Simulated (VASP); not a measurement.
# AlCo3 (Pm-3m) in VASP: further runs

Runs on AlCo3. Level: r2SCAN. Tasks: single point.

Everything below comes from runs of VASP 6.6.1. Logs are shortened: lines on timing, memory, paths and dates and some standing lists are left out, and cuts for length are marked.

### 1 The cell of the first run

The structure is cubic, space group Pm-3m (No. 221). Conventional cell: a = 3.586 Å, b = 3.586 Å, c = 3.586 Å, α = 90.00°, β = 90.00°, γ = 90.00°. Al (site symmetry m-3m) has 12 Co at 2.54 Å within 3.3 Å. Within 3.3 Å of Co (site symmetry 4/mmm) lie 4 Al at 2.54 Å and 8 Co at 2.54 Å.

### 2 Single point, r2SCAN, collinear spin, ferromagnetic start

POSCAR reads:

```
AlCo3
1.0
    3.5863892994      0.0000000000      0.0000000000
    0.0000000000      3.5863892994      0.0000000000
    0.0000000000      0.0000000000      3.5863892994
Al Co
1 3
Direct
    0.0000000000      0.0000000000      0.0000000000
    0.5000000000      0.5000000000      0.0000000000
    0.5000000000      0.0000000000      0.5000000000
    0.0000000000      0.5000000000      0.5000000000
```

INCAR.step1 reads:

```
SYSTEM = AlCo3
  ALGO = Normal
  EDIFF = 1E-4
  ENCUT = 520
  GGA = PE
  ISMEAR = 0
  ISPIN = 2
  LASPH = .True.
  LCHARG = .False.
  LMAXMIX = 4
  LREAL = .False.
  LWAVE = .True.
  MAGMOM = 0 1.81 1.81 1.81
  NBANDS = 27
  NELM = 150
  PREC = Accurate
  SIGMA = 0.1
```

INCAR.step2 reads:

```
SYSTEM = AlCo3
  ALGO = Normal
  EDIFF = 1E-6
  ENCUT = 520
  ISIF = 2
  ISMEAR = 0
  ISPIN = 2
  ISTART = 1
  LASPH = .True.
  LCHARG = .False.
  LMAXMIX = 4
  LMIXTAU = .True.
  LORBIT = 11
  LREAL = .False.
  LWAVE = .False.
  MAGMOM = 0 1.81 1.81 1.81
  METAGGA = R2SCAN
  NBANDS = 27
  NELM = 150
  PREC = Accurate
  SIGMA = 0.1
```

KPOINTS reads:

```
k-points
0
Gamma
  12 12 12
  0 0 0
```

Potentials or basis: VASP PAW PBE potentials, release 64 (Al, Co).

Started as:

```bash
$ cat potpaw_PBE.64/Al/POTCAR potpaw_PBE.64/Co/POTCAR > POTCAR
$ cp INCAR.step1 INCAR
$ mpirun -np 1 vasp_std > vasp.out
$ cp INCAR.step2 INCAR
$ mpirun -np 1 vasp_std > vasp.out
```

OUTCAR:

```text
SYSTEM = AlCo3
   EDIFF = 1E-6
   ENCUT = 520
   ISIF = 2
   ISMEAR = 0
   ISPIN = 2
   ISTART = 1
   LASPH = .True.
   LORBIT = 11
   LREAL = .False.
   METAGGA = R2SCAN
   NELM = 150
   PREC = Accurate

 ion  position               nearest neighbor table
   1  0.000  0.000  0.000-   2 2.54   3 2.54   4 2.54   3 2.54   4 2.54   2 2.54   4 2.54   4 2.54
                             2 2.54   3 2.54   3 2.54   2 2.54
   2  0.500  0.500  0.000-   1 2.54   3 2.54   4 2.54   3 2.54   4 2.54   1 2.54   3 2.54   3 2.54
                             1 2.54   4 2.54   4 2.54   1 2.54
   3  0.500  0.000  0.500-   1 2.54   2 2.54   4 2.54   1 2.54   2 2.54   2 2.54   4 2.54   2 2.54
                             1 2.54   4 2.54   1 2.54   4 2.54
   4  0.000  0.500  0.500-   1 2.54   2 2.54   3 2.54   1 2.54   2 2.54   1 2.54   3 2.54   1 2.54
                             2 2.54   3 2.54   2 2.54   3 2.54

  LATTYP: Found a simple cubic cell.
 ALAT       =     3.5863892994

  Lattice vectors:

 A1 = (   3.5863892994,   0.0000000000,   0.0000000000)
 A2 = (   0.0000000000,   3.5863892994,   0.0000000000)
 A3 = (   0.0000000000,   0.0000000000,   3.5863892994)

Analysis of symmetry for initial positions (statically):
=====================================================================
 Subroutine PRICEL returns:
 Original cell was already a primitive cell.

 Routine SETGRP: Setting up the symmetry group for a
 simple cubic supercell.

 Subroutine GETGRP returns: Found 48 space group operations
 (whereof 48 operations were pure point group operations)
 out of a pool of 48 trial point group operations.

The static configuration has the point symmetry O_h .

Analysis of symmetry for dynamics (positions and initial velocities):
=====================================================================
 Subroutine PRICEL returns:
 Original cell was already a primitive cell.

 Routine SETGRP: Setting up the symmetry group for a
 simple cubic supercell.

 Subroutine GETGRP returns: Found 48 space group operations
 (whereof 48 operations were pure point group operations)
 out of a pool of 48 trial point group operations.

The dynamic configuration has the point symmetry O_h .

Analysis of structural, dynamic, and magnetic symmetry:
=====================================================================
 Subroutine PRICEL returns:
 Original cell was already a primitive cell.

 Routine SETGRP: Setting up the symmetry group for a
 simple cubic supercell.

 Subroutine GETGRP returns: Found 48 space group operations
 (whereof 48 operations were pure point group operations)
 out of a pool of 48 trial point group operations.

The overall configuration has the point symmetry O_h .

 Subroutine INISYM returns: Found 48 space group operations
 (whereof 48 operations are pure point group operations),
 and found     1 'primitive' translations

----------------------------------------------------------------------------------------

                                     Primitive cell

  volume of cell :      46.1288

  direct lattice vectors                    reciprocal lattice vectors
     3.586389299  0.000000000  0.000000000     0.278831972  0.000000000  0.000000000
     0.000000000  3.586389299  0.000000000     0.000000000  0.278831972  0.000000000
     0.000000000  0.000000000  3.586389299     0.000000000  0.000000000  0.278831972

  length of vectors
     3.586389299  3.586389299  3.586389299     0.278831972  0.278831972  0.278831972

  position of ions in fractional coordinates (direct lattice)
     0.000000000  0.000000000  0.000000000
     0.500000000  0.500000000  0.000000000
     0.500000000  0.000000000  0.500000000
     0.000000000  0.500000000  0.500000000

  ion indices of the primitive-cell ions
   primitive index   ion index
                 1           1
                 2           2
                 3           3
                 4           4

----------------------------------------------------------------------------------------

 KPOINTS: k-points

Automatic generation of k-mesh.
 Grid dimensions read from file:
 generate k-points for:   12   12   12

 Generating k-lattice:

  Cartesian coordinates                     Fractional coordinates (reciprocal lattice)
     0.023235998  0.000000000  0.000000000     0.083333333  0.000000000  0.000000000
     0.000000000  0.023235998  0.000000000     0.000000000  0.083333333  0.000000000
     0.000000000  0.000000000  0.023235998     0.000000000  0.000000000  0.083333333

  Length of vectors
     0.023235998  0.023235998  0.023235998

  Shift w.r.t. Gamma in fractional coordinates (k-lattice)
     0.000000000  0.000000000  0.000000000

 Subroutine IBZKPT returns following result:
 ===========================================

 Found     84 irreducible k-points:

 Following reciprocal coordinates:
            Coordinates               Weight
  0.000000  0.000000  0.000000      1.000000
  0.083333  0.000000  0.000000      6.000000
  0.166667  0.000000  0.000000      6.000000
  0.250000  0.000000  0.000000      6.000000
  0.333333  0.000000  0.000000      6.000000
  0.416667  0.000000  0.000000      6.000000
[... 16 lines left out ...]
  0.333333  0.333333  0.000000     12.000000
  0.416667  0.333333  0.000000     24.000000
 [... further k-points ...]
   k-points           NKPTS =     84   k-points in BZ     NKDIM =     84   number of bands    NBANDS=     27
   number of dos      NEDOS =    301   number of ions     NIONS =      4
   total plane-waves  NPLWV =  21952
   dimension x,y,z NGX =    28 NGY =   28 NGZ =   28
   dimension x,y,z NGXF=    56 NGYF=   56 NGZF=   56
   ions per type =               1   3
   NGX,Y,Z   is equivalent  to a cutoff of  12.98, 12.98, 12.98 a.u.
   NGXF,Y,Z  is equivalent  to a cutoff of  25.96, 25.96, 25.96 a.u.
 SYSTEM =  AlCo3
   PREC   = accura    normal or accurate (medium, high low for compatibility)
   ISTART =      1    job   : 0-new  1-cont  2-samecut
   ICHARG =      0    charge: 1-file 2-atom 10-const
   ISPIN  =      2    spin polarized calculation?
   LNONCOLLINEAR =      F non collinear calculations
   LSORBIT =      F    spin-orbit coupling
   LASPH  =      T    aspherical Exc in radial PAW
   ENCUT  =  520.0 eV  38.22 Ry    6.18 a.u.   6.67  6.67  6.67*2*pi/ulx,y,z
   NELM   =    150;   NELMIN=  2; NELMDL=  0     # of ELM steps
   EDIFF  = 0.1E-05   stopping-criterion for ELM
   LREAL  =      F    real-space projection
   EDIFFG = 0.1E-04   stopping-criterion for IOM
   NSW    =      0    number of steps for IOM
   IBRION =     -1    ionic relax: 0-MD 1-quasi-New 2-CG
   NFREE  =      0    steps in history (QN), initial steepest desc. (CG)
   ISIF   =      2    stress and relaxation
   ISYM   =      2    0-nonsym 1-usesym 2-fastsym
   POTIM  = 0.5000    time-step for ionic-motion
   TEBEG  =    0.0;   TEEND  =   0.0 temperature during run
   PSTRESS=    0.0 pullay stress
   NELECT =      30.0000    total number of electrons
   NUPDOWN=      -1.0000    fix difference up-down
   EMIN   =  10.00;   EMAX   =-10.00  energy-range for DOS
   EFERMI =   0.00;   METHOD = LEGACY
   ISMEAR =     0;   SIGMA  =   0.10  broadening in eV -4-tet -1-fermi 0-gaus
   EFERMI_NEDOS =   21; number of points for ismear=-14 and -15
   IALGO  =     38    algorithm
   IMIX   =      4    mixing-type and parameters
     AMIX     =   0.40;   BMIX     =  1.00
     AMIX_MAG =   1.60;   BMIX_MAG =  1.00
  volume/ion in A,a.u.               =      11.53        77.82
  Fermi-wavevector in a.u.,A,eV,Ry     =   1.418375  2.680341 27.372043  2.011788
  Thomas-Fermi vector in A             =   2.539507
   LORBIT       =     11    0 simple, 1 ext, 2 COOP (PROOUT), +10 PAW based schemes
   METAGGA = R2SCAN    functional components
   LHFCALC =     F    Hartree Fock is set to
   AEXX    =    0.0000 exact exchange contribution
   IVDW    =     0    specifies the selected vdW correction
   LEPSILON=     F    determine dielectric tensor
   LRPA    =     F    only Hartree local field effects (RPA)
 spin polarized calculation
 Gauss-broadening in eV      SIGMA  =   0.10
  energy-cutoff  :      520.00
  volume of cell :       46.13
 maximum number of plane-waves:      1261
 NGX is ok and might be reduce to    28
   NGX = 13   NGY = 13   NGZ = 13

 number of electron      30.0000031 magnetization       4.5461070

 Free energy of the ion-electron system (eV)
  ---------------------------------------------------
  ext. energy  EPLUGINS =         0.00000000
  ---------------------------------------------------
  free energy    TOTEN  =       -47.15542073 eV

  energy without entropy =      -47.14388400  energy(sigma->0) =      -47.14965236

 E-fermi :  10.2920     XC(G=0): -13.7451

 val. band max:       10.2883968641   @ k =   0.4167   0.1667   0.0000
 cond. band min:      10.2931836258   @ k =   0.3333   0.3333   0.0833
 fundamental gap:      0.0047867617
 Fermi energy:        10.2920049513

 spin component 1

 k-point     1 :       0.0000    0.0000    0.0000
  band No.  band energies     occupation
      1      -0.4943      1.00000
      2       4.1068      1.00000
      3       5.1959      1.00000
      4       5.1959      1.00000
      5       5.8750      1.00000
      6       5.8750      1.00000
[... 709 lines left out ...]
     26      23.0002      0.00000
     27      23.6458      0.00000

 [... further k-points ...]

 spin component 2

 k-point     1 :       0.0000    0.0000    0.0000
  band No.  band energies     occupation
      1      -0.7158      1.00000
      2       6.2806      1.00000
      3       6.8722      1.00000
      4       6.8730      1.00000
      5       6.8730      1.00000
      6       7.2078      1.00000
[... 709 lines left out ...]
     26      23.5350      0.00000
     27      23.8177      0.00000

 [... further k-points ...]

------------------------ aborting loop because EDIFF is reached ----------------------------------------

  FORCE on cell =-STRESS in cart. coord.  units (eV):
  Direction    XX          YY          ZZ          XY          YZ          ZX
  --------------------------------------------------------------------------------------
  -------------------------------------------------------------------------------------
  Total       -0.0544803     -0.0544803     -0.0544803      0.0000000      0.0000000     -0.0000000
  in kB       -1.8922465     -1.8922465     -1.8922465      0.0000000      0.0000000     -0.0000000
  external PRESSURE =      -1.8922465 kB  Pullay stress =       0.0000000 kB

 VOLUME and BASIS-vectors are now :
 -----------------------------------------------------------------------------
  energy-cutoff  :      520.00
  volume of cell :       46.13
      direct lattice vectors                 reciprocal lattice vectors
     3.586389299  0.000000000  0.000000000     0.278831972  0.000000000  0.000000000
     0.000000000  3.586389299  0.000000000     0.000000000  0.278831972  0.000000000
     0.000000000  0.000000000  3.586389299     0.000000000  0.000000000  0.278831972

 POSITION                                       TOTAL-FORCE (eV/Angst)
 -----------------------------------------------------------------------------------
      0.00000      0.00000      0.00000         0.000000      0.000000      0.000000
      1.79319      1.79319      0.00000         0.000000      0.000000      0.000000
      1.79319      0.00000      1.79319         0.000000      0.000000      0.000000
      0.00000      1.79319      1.79319         0.000000      0.000000      0.000000
 -----------------------------------------------------------------------------------
    total drift:                                0.000000      0.000000      0.000000

  FREE ENERGIE OF THE ION-ELECTRON SYSTEM (eV)
  ---------------------------------------------------
  free  energy   TOTEN  =       -47.1554207334 eV

  energy  without entropy=      -47.1438839964  energy(sigma->0) =      -47.14965236

 total charge

# of ion       s       p       d       tot
------------------------------------------
    1        0.409   0.431   0.000   0.840
    2        0.481   0.550   7.267   8.299
    3        0.481   0.550   7.267   8.299
    4        0.481   0.550   7.267   8.299
--------------------------------------------------
tot          1.853   2.082  21.801  25.736

 magnetization (x)

# of ion       s       p       d       tot
------------------------------------------
    1       -0.001  -0.035   0.000  -0.037
    2        0.013  -0.008   1.585   1.591
    3        0.013  -0.008   1.585   1.591
    4        0.013  -0.008   1.585   1.591
--------------------------------------------------
tot          0.039  -0.058   4.755   4.735
```

Run time: 7.5 min. Hardware: 1 thread of Intel Xeon Platinum 8488C (Sapphire Rapids), shared host; peak memory 0.29 GiB.

What came out:

```yaml
Free_energy: -47.1554 eV
Pressure: -0.2 GPa
Net_moment: 4.55 μB per cell
Site_moments: Al -0.04; Co +1.59 μB
Valence_electrons_inside_the_program's_atomic_spheres: Al 0.84; Co 8.30
```

Levels at points of the mesh, in eV from the Fermi level:
Spin up:
```tsv
k point	band 13	band 14	band 15	band 16	band 17	band 18	band 19	band 20	band 21	band 22
(0.00, 0.00, 0.00)	-1.77	-0.93	-0.93	-0.93	0.31	0.31	0.31	6.16	6.16	6.75
(0.50, 0.00, 0.00)	-2.67	-2.34	-2.12	-2.12	-0.93	5.17	5.17	5.18	5.18	6.04
(0.50, 0.50, 0.00)	-2.96	-2.65	-1.92	-1.77	-1.25	-0.10	-0.10	7.87	7.87	7.95
(0.50, 0.50, 0.50)	-2.59	-1.88	-1.88	-1.34	-1.34	-1.34	-0.88	3.12	3.67	3.67
```
Spin down:
| k point | band 9 | band 10 | band 11 | band 12 | band 13 | band 14 | band 15 | band 16 | band 17 | band 18 |
| --- | --- | --- | --- | --- | --- | --- | --- | --- | --- | --- |
| (0.00, 0.00, 0.00) | -1.08 | -1.08 | 0.30 | 0.30 | 0.30 | 0.51 | 0.52 | 0.52 | 1.49 | 1.49 |
| (0.50, 0.00, 0.00) | -1.71 | -1.61 | -0.88 | -0.88 | -0.15 | 0.52 | 0.52 | 0.80 | 1.57 | 5.57 |
| (0.50, 0.50, 0.00) | -1.84 | -1.84 | -0.58 | -0.56 | -0.43 | 0.22 | 0.38 | 0.48 | 0.48 | 2.10 |
| (0.50, 0.50, 0.50) | -1.27 | -1.27 | -1.07 | -0.72 | -0.72 | 0.45 | 0.45 | 0.45 | 1.19 | 1.19 |

Caveat: the PAW data sets were made with another functional, which shifts forces and pressure a little.

(Continued in part 2 of 2.)
